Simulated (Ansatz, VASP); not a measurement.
**Two plane-wave programs on SiC**

```xyz
2
Lattice="0.0000 2.1092 2.1781 2.1092 0.0000 2.1781 2.1092 2.1092 0.0000" Properties=species:S:1:pos:R:3 pbc="T T T"
Si    0.0000    0.0000    0.0000
C     1.0546    1.0546    1.0890
```

Change from the starting cell: biaxial_xy strain -3.2%.

Alike in both runs: task single point; functional PBE; k mesh 10 × 10 × 10; occupations fermi-dirac, width 0.02 eV; no spin polarisation.

|  | VASP | Ansatz |
| --- | --- | --- |
| version | VASP 6.6.1 | Ansatz 0.2.0 |
| potentials or method | VASP PAW PBE potentials, release 64 (Si, C) | plane waves, PAW |
| plane-wave cutoff (eV) | 520 | 420 |
| valence electrons in the cell | 8 | 8 |

```tsv
	VASP	Ansatz	Ansatz less VASP
gap on the k mesh at the Fermi level (eV)	1.12	1.12	+0.003
pressure (GPa)	19.8	19.9	+0.10
traceless stress, the component that is largest in VASP (GPa)	-5.94	-5.93	+0.018
```
